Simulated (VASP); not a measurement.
# CaTi3 (Fm-3m) in VASP: notebook

The runs below take CaTi3 through relaxation of cell and atoms, single point, with PBE.

Program: VASP 6.6.1. These are calculated values, not measurements. Logs are shortened: lines on timing, memory, paths and dates and some standing lists are left out, and cuts for length are marked.

## 1. The cell of the first run

Symmetry: Fm-3m, No. 225, cubic system. Conventional cell: a = 7.092 Å, b = 7.092 Å, c = 7.092 Å, α = 90.00°, β = 90.00°, γ = 90.00°. Within 4.0 Å of Ca (site symmetry m-3m) lie 14 Ti at 3.07 to 3.55 Å. Within 4.0 Å of Ti (site symmetry -43m) lie 4 Ca at 3.07 Å and 10 Ti at 3.07 to 3.55 Å. Ti (site symmetry m-3m) has 8 Ti at 3.07 Å and 6 Ca at 3.55 Å within 4.0 Å.

The cell was generated, and may not be a known phase.

## 2. Relaxation of cell and atoms, PBE

INCAR

```
PREC = Accurate
ENCUT = 500
EDIFF = 1E-7
ISMEAR = 0
SIGMA = 0.1
LREAL = F
LASPH = T
NELM = 120
ALGO = Normal
ISIF = 3
LWAVE = F
LCHARG = F
GGA = PE
IBRION = 2
NSW = 90
EDIFFG = -0.04
GGA_COMPAT = F
NELMIN = 4
```

KPOINTS

```
regular mesh
0
Gamma
  4 4 4
```

POSCAR

```
CaTi3
1.0
    0.0000000000      3.5459760400      3.5459760400
    3.5459760400      0.0000000000      3.5459760400
    3.5459760400      3.5459760400      0.0000000000
Ca Ti
1 3
Direct
    0.0000000000      0.0000000000      0.0000000000
    0.2500000000      0.2500000000      0.2500000000
    0.7500000000      0.7500000000      0.7500000000
    0.5000000000      0.5000000000      0.5000000000
```

Potentials or basis: VASP PAW PBE potentials, release 64 (Ca_sv, Ti_sv).

Command:

```console
$ cat potpaw_PBE.64/Ca_sv/POTCAR potpaw_PBE.64/Ti_sv/POTCAR > POTCAR
$ mpirun -np 1 vasp_std > vasp.out
```

OUTCAR:

```text
PREC = Accurate
   ENCUT = 500
   EDIFF = 1E-7
   ISMEAR = 0
   LREAL = F
   LASPH = T
   NELM = 120
   ISIF = 3
   GGA = PE
   IBRION = 2
   NSW = 90
   EDIFFG = -0.04
   NELMIN = 4

 ion  position               nearest neighbor table
   1  0.000  0.000  0.000-
   2  0.250  0.250  0.250-
   3  0.750  0.750  0.750-
   4  0.500  0.500  0.500-

  LATTYP: Found a face centered cubic cell.
 ALAT       =     7.0919520800

  Lattice vectors:

 A1 = (   0.0000000000,   3.5459760400,   3.5459760400)
 A2 = (   3.5459760400,   0.0000000000,   3.5459760400)
 A3 = (   3.5459760400,   3.5459760400,   0.0000000000)

Analysis of symmetry for initial positions (statically):
=====================================================================
 Subroutine PRICEL returns:
 Original cell was already a primitive cell.

 Routine SETGRP: Setting up the symmetry group for a
 face centered cubic supercell.

 Subroutine GETGRP returns: Found 48 space group operations
 (whereof 48 operations were pure point group operations)
 out of a pool of 48 trial point group operations.

The static configuration has the point symmetry O_h .

Analysis of symmetry for dynamics (positions and initial velocities):
=====================================================================
 Subroutine PRICEL returns:
 Original cell was already a primitive cell.

 Routine SETGRP: Setting up the symmetry group for a
 face centered cubic supercell.

 Subroutine GETGRP returns: Found 48 space group operations
 (whereof 48 operations were pure point group operations)
 out of a pool of 48 trial point group operations.

The dynamic configuration has the point symmetry O_h .

 Subroutine INISYM returns: Found 48 space group operations
 (whereof 48 operations are pure point group operations),
 and found     1 'primitive' translations

----------------------------------------------------------------------------------------

                                     Primitive cell

  volume of cell :      89.1738

  direct lattice vectors                    reciprocal lattice vectors
     0.000000000  3.545976040  3.545976040    -0.141004901  0.141004901  0.141004901
     3.545976040  0.000000000  3.545976040     0.141004901 -0.141004901  0.141004901
     3.545976040  3.545976040  0.000000000     0.141004901  0.141004901 -0.141004901

  length of vectors
     5.014767408  5.014767408  5.014767408     0.244227652  0.244227652  0.244227652

  position of ions in fractional coordinates (direct lattice)
     0.000000000  0.000000000  0.000000000
     0.250000000  0.250000000  0.250000000
     0.750000000  0.750000000  0.750000000
     0.500000000  0.500000000  0.500000000

  ion indices of the primitive-cell ions
   primitive index   ion index
                 1           1
                 2           2
                 3           3
                 4           4

----------------------------------------------------------------------------------------

 KPOINTS: regular mesh

Automatic generation of k-mesh.
 Grid dimensions read from file:
 generate k-points for:    4    4    4

 Generating k-lattice:

  Cartesian coordinates                     Fractional coordinates (reciprocal lattice)
    -0.035251225  0.035251225  0.035251225     0.250000000  0.000000000  0.000000000
     0.035251225 -0.035251225  0.035251225     0.000000000  0.250000000  0.000000000
     0.035251225  0.035251225 -0.035251225     0.000000000  0.000000000  0.250000000

  Length of vectors
     0.061056913  0.061056913  0.061056913

  Shift w.r.t. Gamma in fractional coordinates (k-lattice)
     0.000000000  0.000000000  0.000000000

 Subroutine IBZKPT returns following result:
 ===========================================

 Found      8 irreducible k-points:

 Following reciprocal coordinates:
            Coordinates               Weight
  0.000000  0.000000  0.000000      1.000000
  0.250000  0.000000  0.000000      8.000000
  0.500000  0.000000  0.000000      4.000000
  0.250000  0.250000  0.000000      6.000000
  0.500000  0.250000  0.000000     24.000000
 -0.250000  0.250000  0.000000     12.000000
  0.500000  0.500000  0.000000      3.000000
 -0.250000  0.500000  0.250000      6.000000
   k-points           NKPTS =      8   k-points in BZ     NKDIM =      8   number of bands    NBANDS=     27
   number of dos      NEDOS =    301   number of ions     NIONS =      4
   total plane-waves  NPLWV =  64000
   dimension x,y,z NGX =    40 NGY =   40 NGZ =   40
   dimension x,y,z NGXF=    80 NGYF=   80 NGZF=   80
   ions per type =               1   3
   NGX,Y,Z   is equivalent  to a cutoff of  13.26, 13.26, 13.26 a.u.
   NGXF,Y,Z  is equivalent  to a cutoff of  26.52, 26.52, 26.52 a.u.
 SYSTEM =  unknown system
   PREC   = accura    normal or accurate (medium, high low for compatibility)
   ISTART =      0    job   : 0-new  1-cont  2-samecut
   ICHARG =      2    charge: 1-file 2-atom 10-const
   ISPIN  =      1    spin polarized calculation?
   LNONCOLLINEAR =      F non collinear calculations
   LSORBIT =      F    spin-orbit coupling
   LASPH  =      T    aspherical Exc in radial PAW
   ENCUT  =  500.0 eV  36.75 Ry    6.06 a.u.   9.14  9.14  9.14*2*pi/ulx,y,z
   NELM   =    120;   NELMIN=  4; NELMDL= -5     # of ELM steps
   EDIFF  = 0.1E-06   stopping-criterion for ELM
   LREAL  =      F    real-space projection
   EDIFFG = -.4E-01   stopping-criterion for IOM
   NSW    =     90    number of steps for IOM
   IBRION =      2    ionic relax: 0-MD 1-quasi-New 2-CG
   NFREE  =      1    steps in history (QN), initial steepest desc. (CG)
   ISIF   =      3    stress and relaxation
   ISYM   =      2    0-nonsym 1-usesym 2-fastsym
   POTIM  = 0.5000    time-step for ionic-motion
   TEBEG  =    0.0;   TEEND  =   0.0 temperature during run
   PSTRESS=    0.0 pullay stress
   NELECT =      46.0000    total number of electrons
   NUPDOWN=      -1.0000    fix difference up-down
   EMIN   =  10.00;   EMAX   =-10.00  energy-range for DOS
   EFERMI =   0.00;   METHOD = LEGACY
   ISMEAR =     0;   SIGMA  =   0.10  broadening in eV -4-tet -1-fermi 0-gaus
   EFERMI_NEDOS =   21; number of points for ismear=-14 and -15
   IALGO  =     38    algorithm
   IMIX   =      4    mixing-type and parameters
     AMIX     =   0.40;   BMIX     =  1.00
     AMIX_MAG =   1.60;   BMIX_MAG =  1.00
  volume/ion in A,a.u.               =      22.29       150.44
  Fermi-wavevector in a.u.,A,eV,Ry     =   1.312950  2.481116 23.454249  1.723839
  Thomas-Fermi vector in A             =   2.443307
   LORBIT       =      0    0 simple, 1 ext, 2 COOP (PROOUT), +10 PAW based schemes
   GGA     = PE    functional components
   LHFCALC =     F    Hartree Fock is set to
   AEXX    =    0.0000 exact exchange contribution
   IVDW    =     0    specifies the selected vdW correction
   LEPSILON=     F    determine dielectric tensor
   LRPA    =     F    only Hartree local field effects (RPA)
 conjugate gradient relaxation of ions
 non-spin polarized calculation
 Gauss-broadening in eV      SIGMA  =   0.10
  energy-cutoff  :      500.00
  volume of cell :       89.17
 maximum number of plane-waves:      2280
 NGX is ok and might be reduce to    40
   NGX = 19   NGY = 19   NGZ = 19

--------------------------------------- Ionic step        1  -------------------------------------------

 number of electron      46.0000010 magnetization

 Free energy of the ion-electron system (eV)
  ---------------------------------------------------
  ext. energy  EPLUGINS =         0.00000000
  ---------------------------------------------------
  free energy    TOTEN  =       -22.92781382 eV

  energy without entropy =      -22.84231494  energy(sigma->0) =      -22.88506438

------------------------ aborting loop because EDIFF is reached ----------------------------------------

  FORCE on cell =-STRESS in cart. coord.  units (eV):
  Direction    XX          YY          ZZ          XY          YZ          ZX
  --------------------------------------------------------------------------------------
  -------------------------------------------------------------------------------------
  Total       -2.5247032     -2.5247032     -2.5247032      0.0000000      0.0000000      0.0000000
  in kB      -45.3610939    -45.3610939    -45.3610939      0.0000000      0.0000000      0.0000000
  external PRESSURE =     -45.3610939 kB  Pullay stress =       0.0000000 kB

 VOLUME and BASIS-vectors are now :
 -----------------------------------------------------------------------------
  energy-cutoff  :      500.00
  volume of cell :       89.17
      direct lattice vectors                 reciprocal lattice vectors
     0.000000000  3.545976040  3.545976040    -0.141004901  0.141004901  0.141004901
     3.545976040  0.000000000  3.545976040     0.141004901 -0.141004901  0.141004901
     3.545976040  3.545976040  0.000000000     0.141004901  0.141004901 -0.141004901
[... 39 lines left out ...]
 POSITION                                       TOTAL-FORCE (eV/Angst)
 -----------------------------------------------------------------------------------
      3.43800      0.00000      3.43800        -0.000000      0.000000      0.000000
      1.71900      1.71900      1.71900         0.000000     -0.000000     -0.000000
      5.15700      5.15700      5.15700         0.000000      0.000000      0.000000
      3.43800      3.43800      3.43800        -0.000000      0.000000      0.000000
 -----------------------------------------------------------------------------------
    total drift:                               -0.000000      0.000000      0.000000

  FREE ENERGIE OF THE ION-ELECTRON SYSTEM (eV)
  ---------------------------------------------------
  free  energy   TOTEN  =       -23.0315022242 eV

  energy  without entropy=      -22.9686645774  energy(sigma->0) =      -23.00008340

--------------------------------------- Ionic step        3  -------------------------------------------

 number of electron      45.9999997 magnetization

 Free energy of the ion-electron system (eV)
  ---------------------------------------------------
  ext. energy  EPLUGINS =         0.00000000
  ---------------------------------------------------
  free energy    TOTEN  =       -23.03356833 eV

  energy without entropy =      -22.96825591  energy(sigma->0) =      -23.00091212

 E-fermi :   6.2776     XC(G=0): -10.6069

 val. band max:        6.2340225500   @ k =   0.5000   0.0000   0.0000
 cond. band min:       6.2968568472   @ k =   0.5000   0.2500   0.0000
 fundamental gap:      0.0628342972
 Fermi energy:         6.2775574913

 k-point     1 :       0.0000    0.0000    0.0000
  band No.  band energies     occupation
      1     -50.5633      2.00000
      2     -50.5433      2.00000
      3     -50.2810      2.00000
      4     -33.6159      2.00000
      5     -26.8344      2.00000
      6     -26.8344      2.00000
[... 19 lines left out ...]
     26       7.5738      0.00000
     27       7.5738      0.00000
[... 230 lines left out ...]
 POSITION                                       TOTAL-FORCE (eV/Angst)
 -----------------------------------------------------------------------------------
      0.00000      0.00000      0.00000        -0.000000     -0.000000     -0.000000
      1.72529      1.72529      1.72529        -0.000000     -0.000000      0.000000
      5.17588      5.17588      5.17588         0.000000      0.000000     -0.000000
      3.45059      3.45059      3.45059        -0.000000     -0.000000     -0.000000
 -----------------------------------------------------------------------------------
    total drift:                               -0.000000      0.000000      0.000000

  FREE ENERGIE OF THE ION-ELECTRON SYSTEM (eV)
  ---------------------------------------------------
  free  energy   TOTEN  =       -23.0335683305 eV

  energy  without entropy=      -22.9682559084  energy(sigma->0) =      -23.00091212

 reached required accuracy - stopping structural energy minimisation
```

Wall time 2.9 min (1 thread of AMD EPYC 7R13, shared host); peak memory 0.22 GiB.

What came out:

| Property | Result |
| --- | --- |
| Free energy | -23.0336 eV |
| Relaxed volume | 20.54 Å³/atom |
| Relaxed cell | a = 4.880 Å, b = 4.880 Å, c = 4.880 Å, α = 60.00°, β = 60.00°, γ = 60.00° |
| Space group after relaxing (to 0.1 Å) | Fm-3m (No. 225) |
| Energy gained by relaxing | 26.4 meV/atom |
| Ionic steps | 3 |
| Pressure after relaxing | 0.0 GPa |
| Band gap on the k mesh | zero (bands 23 and 24 overlap by 0.40 eV) |

The path:
| step | energy change (eV) | largest force (eV/Å) | pressure (GPa) | volume (Å³) |
| --- | --- | --- | --- | --- |
| 1 | 0.0000 | 0.0000 | -4.54 | 89.17 |
| 2 | -0.1037 | 0.0000 | 0.74 | 81.27 |
| 3 | -0.1058 | 0.0000 | 0.01 | 82.17 |

Final structure:
```cif
data_structure
_symmetry_space_group_name_H-M 'P 1'
_symmetry_Int_Tables_number 1
_cell_length_a 4.8799
_cell_length_b 4.8799
_cell_length_c 4.8799
_cell_angle_alpha 60.000
_cell_angle_beta 60.000
_cell_angle_gamma 60.000
_cell_volume 82.17
loop_
_atom_site_label
_atom_site_type_symbol
_atom_site_fract_x
_atom_site_fract_y
_atom_site_fract_z
_atom_site_occupancy
Ca1 Ca 0.00000 0.00000 0.00000 1
Ti1 Ti 0.25000 0.25000 0.25000 1
Ti2 Ti 0.75000 0.75000 0.75000 1
Ti3 Ti 0.50000 0.50000 0.50000 1
```

Levels at points of the mesh, in eV from the Fermi level:
| k point | band 21 | band 22 | band 23 | band 24 | band 25 | band 26 |
| --- | --- | --- | --- | --- | --- | --- |
| (0.00, 0.00, 0.00) | -0.42 | -0.42 | -0.26 | -0.26 | -0.26 | 1.30 |
| (0.50, 0.00, 0.00) | -0.54 | -0.54 | -0.30 | -0.04 | -0.04 | 0.36 |
| (0.50, 0.50, 0.00) | -0.12 | -0.12 | -0.10 | 0.72 | 0.76 | 0.76 |

Caveat: the k points lie up to 0.39 Å⁻¹ apart in the final cell.

## 3. Single point, PBE, collinear spin

This run uses another cell than the first one, of 20.63 Å³/atom.

INCAR

```
  PREC = Accurate
  ENCUT = 500
  EDIFF = 1E-6
  ISMEAR = 0
  SIGMA = 0.1
  LREAL = False
  LASPH = True
  NELM = 200
  ALGO = Normal
  ISIF = 2
  LWAVE = False
  LCHARG = False
  ISPIN = 2
  MAGMOM = 0 1 1 1
  LORBIT = 11
  LMAXMIX = 4
  GGA = PE
  NBANDS = 35
  GGA_COMPAT = False
```

KPOINTS

```
Automatic mesh
0
Gamma
  4 4 4
```

POSCAR

```
CaTi3
1.0
    0.0000000000      3.4553342845      3.4553342845
    3.4553342845      0.0000000000      3.4553342845
    3.4553342845      3.4553342845      0.0000000000
Ca Ti
1 3
Direct
    0.0000000000      0.0000000000      0.0000000000
    0.2500000000      0.2500000000      0.2500000000
    0.7500000000      0.7500000000      0.7500000000
    0.5000000000      0.5000000000      0.5000000000
```

Potentials or basis: VASP PAW PBE potentials, release 64 (Ca_sv, Ti_sv).

Command:

```console
$ cat potpaw_PBE.64/Ca_sv/POTCAR potpaw_PBE.64/Ti_sv/POTCAR > POTCAR
$ mpirun -np 1 vasp_std > vasp.out
```

Wall time 2.4 min (1 thread of AMD EPYC 7R13, shared host); peak memory 0.22 GiB.

The run converged. Its results:

```
Free energy                                           : -23.2363 eV
Pressure                                              : 1.9 GPa
Net moment                                            : 3.87 μB per cell
Site moments                                          : Ca +0.05; Ti +0.73, +1.06 (each value once) μB
Valence electrons inside the program's atomic spheres : Ca 8.32; Ti 10.16
```

Levels at points of the mesh, in eV from the Fermi level:
Spin up:
| k point | band 21 | band 22 | band 23 | band 24 | band 25 | band 26 | band 27 | band 28 | band 29 | band 30 |
| --- | --- | --- | --- | --- | --- | --- | --- | --- | --- | --- |
| (0.00, 0.00, 0.00) | -0.85 | -0.85 | -0.71 | -0.71 | -0.71 | 0.90 | 0.90 | 0.90 | 2.09 | 2.09 |
| (0.50, 0.00, 0.00) | -0.85 | -0.85 | -0.80 | -0.51 | -0.51 | -0.02 | 0.09 | 0.09 | 1.95 | 1.95 |
| (0.50, 0.50, 0.00) | -0.62 | -0.62 | -0.31 | 0.29 | 0.29 | 0.44 | 0.96 | 0.96 | 1.31 | 1.60 |
Spin down:
| k point | band 18 | band 19 | band 20 | band 21 | band 22 | band 23 | band 24 | band 25 |
| --- | --- | --- | --- | --- | --- | --- | --- | --- |
| (0.00, 0.00, 0.00) | -1.35 | -1.35 | 0.01 | 0.01 | 0.01 | 0.23 | 0.23 | 0.23 |
| (0.50, 0.00, 0.00) | -2.48 | -0.34 | -0.34 | -0.26 | -0.26 | 0.28 | 0.47 | 0.47 |
| (0.50, 0.50, 0.00) | -1.98 | -1.74 | -1.41 | 0.07 | 0.40 | 0.40 | 1.02 | 1.25 |

Caveat: the k points lie up to 0.39 Å⁻¹ apart.

The gap in the log of VASP goes by the Fermi energy; the results here count the filled bands.